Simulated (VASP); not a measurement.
# Ta (Im-3m) in VASP: notebook

Ta is run at these levels: LDA; tasks: single point, relaxation of cell and atoms.

All numbers are computed with VASP 6.6.1; they aren't measurements. Logs are shortened: lines on timing, memory, paths and dates and some standing lists are left out, and cuts for length are marked.

### Step 1. The cell of the first run

Symmetry: Im-3m, No. 229, cubic system. The conventional cell has a = 3.139 Å, b = 3.139 Å, c = 3.139 Å, α = 90.00°, β = 90.00°, γ = 90.00°. Within 3.6 Å of Ta (site symmetry m-3m) lie 14 Ta at 2.72 to 3.14 Å.

### Step 2. Single point, LDA

INCAR reads:

```
ALGO = Normal ; EDIFF = 1E-6
ENCUT = 500 ; GGA = CA
GGA_COMPAT = False ; ISIF = 2
ISMEAR = 1 ; LASPH = True
LCHARG = False ; LREAL = False
LWAVE = False ; NBANDS = 12
NELM = 120 ; PREC = Accurate
SIGMA = 0.05
```

KPOINTS reads:

```
k-points
0
Gamma
  11 11 11
```

POSCAR reads:

```
Ta
1.0
   -1.5695603932      1.5695603932      1.5695603932
    1.5695603932     -1.5695603932      1.5695603932
    1.5695603932      1.5695603932     -1.5695603932
Ta
1
Direct
    0.0000000000      0.0000000000      0.0000000000
```

Potentials or basis: VASP PAW LDA potentials, release 64 (Ta_pv).

The run is started by

```console
$ cat potpaw_LDA.64/Ta_pv/POTCAR > POTCAR
$ mpirun -np 1 vasp_std > vasp.out
```

OUTCAR:

```text
EDIFF = 1E-6
   ENCUT = 500
   GGA = CA
   ISIF = 2
   ISMEAR = 1
   LASPH = True
   LREAL = False
   NELM = 120
   PREC = Accurate

 ion  position               nearest neighbor table
   1  0.000  0.000  0.000-

  LATTYP: Found a body centered cubic cell.
 ALAT       =     3.1391207864

  Lattice vectors:

 A1 = (  -1.5695603932,   1.5695603932,   1.5695603932)
 A2 = (   1.5695603932,  -1.5695603932,   1.5695603932)
 A3 = (   1.5695603932,   1.5695603932,  -1.5695603932)

Analysis of symmetry for initial positions (statically):
=====================================================================
 Subroutine PRICEL returns:
 Original cell was already a primitive cell.

 Routine SETGRP: Setting up the symmetry group for a
 body centered cubic supercell.

 Subroutine GETGRP returns: Found 48 space group operations
 (whereof 48 operations were pure point group operations)
 out of a pool of 48 trial point group operations.

The static configuration has the point symmetry O_h .

Analysis of symmetry for dynamics (positions and initial velocities):
=====================================================================
 Subroutine PRICEL returns:
 Original cell was already a primitive cell.

 Routine SETGRP: Setting up the symmetry group for a
 body centered cubic supercell.

 Subroutine GETGRP returns: Found 48 space group operations
 (whereof 48 operations were pure point group operations)
 out of a pool of 48 trial point group operations.

The dynamic configuration has the point symmetry O_h .

 Subroutine INISYM returns: Found 48 space group operations
 (whereof 48 operations are pure point group operations),
 and found     1 'primitive' translations

----------------------------------------------------------------------------------------

                                     Primitive cell

  volume of cell :      15.4666

  direct lattice vectors                    reciprocal lattice vectors
    -1.569560393  1.569560393  1.569560393     0.000000000  0.318560536  0.318560536
     1.569560393 -1.569560393  1.569560393     0.318560536  0.000000000  0.318560536
     1.569560393  1.569560393 -1.569560393     0.318560536  0.318560536  0.000000000

  length of vectors
     2.718558347  2.718558347  2.718558347     0.450512630  0.450512630  0.450512630

  position of ions in fractional coordinates (direct lattice)
     0.000000000  0.000000000  0.000000000

  ion indices of the primitive-cell ions
   primitive index   ion index
                 1           1

----------------------------------------------------------------------------------------

 KPOINTS: k-points

Automatic generation of k-mesh.
 Grid dimensions read from file:
 generate k-points for:   11   11   11

 Generating k-lattice:

  Cartesian coordinates                     Fractional coordinates (reciprocal lattice)
     0.000000000  0.028960049  0.028960049     0.090909091  0.000000000  0.000000000
     0.028960049  0.000000000  0.028960049     0.000000000  0.090909091  0.000000000
     0.028960049  0.028960049  0.000000000     0.000000000  0.000000000  0.090909091

  Length of vectors
     0.040955694  0.040955694  0.040955694

  Shift w.r.t. Gamma in fractional coordinates (k-lattice)
     0.000000000  0.000000000  0.000000000

 Subroutine IBZKPT returns following result:
 ===========================================

 Found     56 irreducible k-points:

 Following reciprocal coordinates:
            Coordinates               Weight
  0.000000  0.000000  0.000000      1.000000
  0.090909  0.000000  0.000000     12.000000
  0.181818  0.000000  0.000000     12.000000
  0.272727  0.000000  0.000000     12.000000
  0.363636  0.000000  0.000000     12.000000
  0.454545  0.000000  0.000000     12.000000
[... 16 lines left out ...]
  0.272727  0.181818  0.090909     48.000000
  0.363636  0.181818  0.090909     24.000000
 [... further k-points ...]
   k-points           NKPTS =     56   k-points in BZ     NKDIM =     56   number of bands    NBANDS=     12
   number of dos      NEDOS =    301   number of ions     NIONS =      1
   total plane-waves  NPLWV =   8000
   dimension x,y,z NGX =    20 NGY =   20 NGZ =   20
   dimension x,y,z NGXF=    40 NGYF=   40 NGZF=   40
   ions per type =               1
   NGX,Y,Z   is equivalent  to a cutoff of  12.23, 12.23, 12.23 a.u.
   NGXF,Y,Z  is equivalent  to a cutoff of  24.46, 24.46, 24.46 a.u.
 SYSTEM =  unknown system
   PREC   = accura    normal or accurate (medium, high low for compatibility)
   ISTART =      0    job   : 0-new  1-cont  2-samecut
   ICHARG =      2    charge: 1-file 2-atom 10-const
   ISPIN  =      1    spin polarized calculation?
   LNONCOLLINEAR =      F non collinear calculations
   LSORBIT =      F    spin-orbit coupling
   LASPH  =      T    aspherical Exc in radial PAW
   ENCUT  =  500.0 eV  36.75 Ry    6.06 a.u.   4.96  4.96  4.96*2*pi/ulx,y,z
   NELM   =    120;   NELMIN=  2; NELMDL= -5     # of ELM steps
   EDIFF  = 0.1E-05   stopping-criterion for ELM
   LREAL  =      F    real-space projection
   EDIFFG = 0.1E-04   stopping-criterion for IOM
   NSW    =      0    number of steps for IOM
   IBRION =     -1    ionic relax: 0-MD 1-quasi-New 2-CG
   NFREE  =      0    steps in history (QN), initial steepest desc. (CG)
   ISIF   =      2    stress and relaxation
   ISYM   =      2    0-nonsym 1-usesym 2-fastsym
   POTIM  = 0.5000    time-step for ionic-motion
   TEBEG  =    0.0;   TEEND  =   0.0 temperature during run
   PSTRESS=    0.0 pullay stress
   NELECT =      11.0000    total number of electrons
   NUPDOWN=      -1.0000    fix difference up-down
   EMIN   =  10.00;   EMAX   =-10.00  energy-range for DOS
   EFERMI =   0.00;   METHOD = LEGACY
   ISMEAR =     1;   SIGMA  =   0.05  broadening in eV -4-tet -1-fermi 0-gaus
   EFERMI_NEDOS =   21; number of points for ismear=-14 and -15
   IALGO  =     38    algorithm
   IMIX   =      4    mixing-type and parameters
     AMIX     =   0.40;   BMIX     =  1.00
     AMIX_MAG =   1.60;   BMIX_MAG =  1.00
  volume/ion in A,a.u.               =      15.47       104.37
  Fermi-wavevector in a.u.,A,eV,Ry     =   1.461306  2.761467 29.054070  2.135414
  Thomas-Fermi vector in A             =   2.577653
   LORBIT       =      0    0 simple, 1 ext, 2 COOP (PROOUT), +10 PAW based schemes
   GGA     = CA    functional components
   LHFCALC =     F    Hartree Fock is set to
   AEXX    =    0.0000 exact exchange contribution
   IVDW    =     0    specifies the selected vdW correction
   LEPSILON=     F    determine dielectric tensor
   LRPA    =     F    only Hartree local field effects (RPA)
 non-spin polarized calculation
 Methfessel and Paxton  Order N= 1 SIGMA  =   0.05
  energy-cutoff  :      500.00
  volume of cell :       15.47
 maximum number of plane-waves:       404
   NGX =  9   NGY =  9   NGZ =  9

 number of electron      11.0000003 magnetization

 Free energy of the ion-electron system (eV)
  ---------------------------------------------------
  ext. energy  EPLUGINS =         0.00000000
  ---------------------------------------------------
  free energy    TOTEN  =       -12.67085073 eV

  energy without entropy =      -12.67019199  energy(sigma->0) =      -12.67063115

 E-fermi :   6.7143     XC(G=0): -13.5899

 val. band max:        6.7072842277   @ k =   0.0909   0.0909   0.0000
 cond. band min:       6.7240890194   @ k =  -0.3636   0.3636   0.1818
 fundamental gap:      0.0168047917
 Fermi energy:         6.7143477392

 k-point     1 :       0.0000    0.0000    0.0000
  band No.  band energies     occupation
      1     -25.5634      2.00000
      2     -25.5634      2.00000
      3     -25.5634      2.00000
      4      -1.6408      2.00000
      5       7.3676     -0.00000
      6       7.3676     -0.00000
      7       7.3676     -0.00000
      8      11.2008      0.00000
      9      11.2008      0.00000
     10      20.9113      0.00000
     11      22.5260      0.00000
     12      22.5260      0.00000

 k-point     2 :       0.0909    0.0000    0.0000
  band No.  band energies     occupation
      1     -25.7366      2.00000
      2     -25.6143      2.00000
      3     -25.5650      2.00000
      4      -1.1940      2.00000
      5       7.0790     -0.00000
      6       7.2749     -0.00000
      7       7.8103      0.00000
      8      10.7568      0.00000
      9      11.1992      0.00000
     10      20.9110      0.00000
     11      22.9328      0.00000
     12      23.2821      0.00000

 k-point     3 :       0.1818    0.0000    0.0000
  band No.  band energies     occupation
      1     -26.1817      2.00000
      2     -25.7486      2.00000
      3     -25.5695      2.00000
      4      -0.0321      2.00000
      5       6.3890      2.00000
      6       6.8522     -0.00068
      7       9.0994      0.00000
      8      10.3548      0.00000
      9      11.2619      0.00000
     10      20.9104      0.00000
     11      23.6144      0.00000
     12      25.3627      0.00000

 k-point     4 :       0.2727    0.0000    0.0000
  band No.  band energies     occupation
      1     -26.7271      2.00000
      2     -25.9197      2.00000
      3     -25.5755      2.00000
      4       1.2279      2.00000
      5       5.6193      2.00000
      6       6.5637      2.00017
      7      10.6663      0.00000
      8      11.1106      0.00000
      9      11.5024      0.00000
     10      20.9083      0.00000
     11      22.8365      0.00000
     12      25.4203      0.00000

 k-point     5 :       0.3636    0.0000    0.0000
  band No.  band energies     occupation
      1     -27.1968      2.00000
      2     -26.0727      2.00000
      3     -25.5812      2.00000
      4       1.7127      2.00000
      5       5.0056      2.00000
      6       7.4832     -0.00000
      7      11.1927      0.00000
      8      11.9324      0.00000
      9      13.5706      0.00000
     10      20.8997      0.00000
     11      20.9808      0.00000
     12      23.0229      0.00000
[... 228 lines left out ...]
      1     -25.8001      2.00000
      2     -25.6660      2.00000
      3     -25.6660      2.00000
      4      -0.7597      2.00000
      5       7.2817     -0.00000
      6       7.2817     -0.00000
      7       7.7788      0.00000
      8       9.7696      0.00000
      9      11.7160      0.00000
     10      20.9109      0.00000
     11      24.0114      0.00000
     12      24.0114      0.00000

 k-point    22 :       0.1818    0.1818    0.0909
  band No.  band energies     occupation
      1     -27.0722      2.00000
      2     -26.0683      2.00000
      3     -25.8312      2.00000
      4       3.2781      2.00000
      5       5.0504      2.00000
      6       5.3054      2.00000
      7      11.3479      0.00000
      8      12.0795      0.00000
      9      15.3912      0.00000
     10      20.8933      0.00000
     11      22.3345      0.00000
     12      24.3097      0.00000

 k-point    23 :       0.2727    0.1818    0.0909
  band No.  band energies     occupation
      1     -27.1626      2.00000
      2     -26.3261      2.00000
      3     -25.8813      2.00000
      4       3.5642      2.00000
      5       4.8553      2.00000
      6       6.3685      2.00000
      7      11.7070      0.00000
      8      12.4058      0.00000
      9      17.6930      0.00000
     10      19.3132      0.00000
     11      20.9338      0.00000
     12      22.4290      0.00000

 k-point    24 :       0.3636    0.1818    0.0909
  band No.  band energies     occupation
      1     -27.1700      2.00000
      2     -26.4526      2.00000
      3     -25.8956      2.00000
      4       3.4919      2.00000
      5       4.7915      2.00000
      6       7.2196     -0.00000
      7      11.8403      0.00000
      8      12.5401      0.00000
      9      17.8459      0.00000
     10      18.7802      0.00000
     11      20.9244      0.00000
     12      21.7093      0.00000

 [... further k-points ...]

------------------------ aborting loop because EDIFF is reached ----------------------------------------

  FORCE on cell =-STRESS in cart. coord.  units (eV):
  Direction    XX          YY          ZZ          XY          YZ          ZX
  --------------------------------------------------------------------------------------
  -------------------------------------------------------------------------------------
  Total        3.0201550      3.0201550      3.0201550      0.0000000     -0.0000000      0.0000000
  in kB      312.8568905    312.8568905    312.8568905      0.0000000     -0.0000000      0.0000000
  external PRESSURE =     312.8568905 kB  Pullay stress =       0.0000000 kB

 VOLUME and BASIS-vectors are now :
 -----------------------------------------------------------------------------
  energy-cutoff  :      500.00
  volume of cell :       15.47
      direct lattice vectors                 reciprocal lattice vectors
    -1.569560393  1.569560393  1.569560393     0.000000000  0.318560536  0.318560536
     1.569560393 -1.569560393  1.569560393     0.318560536  0.000000000  0.318560536
     1.569560393  1.569560393 -1.569560393     0.318560536  0.318560536  0.000000000

 POSITION                                       TOTAL-FORCE (eV/Angst)
 -----------------------------------------------------------------------------------
      0.00000      0.00000      0.00000         0.000000     -0.000000      0.000000
 -----------------------------------------------------------------------------------
    total drift:                                0.000000     -0.000000     -0.000000

  FREE ENERGIE OF THE ION-ELECTRON SYSTEM (eV)
  ---------------------------------------------------
  free  energy   TOTEN  =       -12.6708507310 eV

  energy  without entropy=      -12.6701919948  energy(sigma->0) =      -12.67063115
```

Wall time 3.7 s (1 thread of AMD EPYC 9R45 (Zen 5), shared host); peak memory 0.09 GiB.

What came out:

```
Free energy            : -12.6709 eV
Pressure               : 31.3 GPa
Band gap on the k mesh : zero (an odd number of electrons rules out a gap without spin polarisation)
```

Caveat: the cell stands under pressure; spin-orbit coupling is left out, which moves the levels of the heavy elements.

(Part 1 of 2 ends here.)
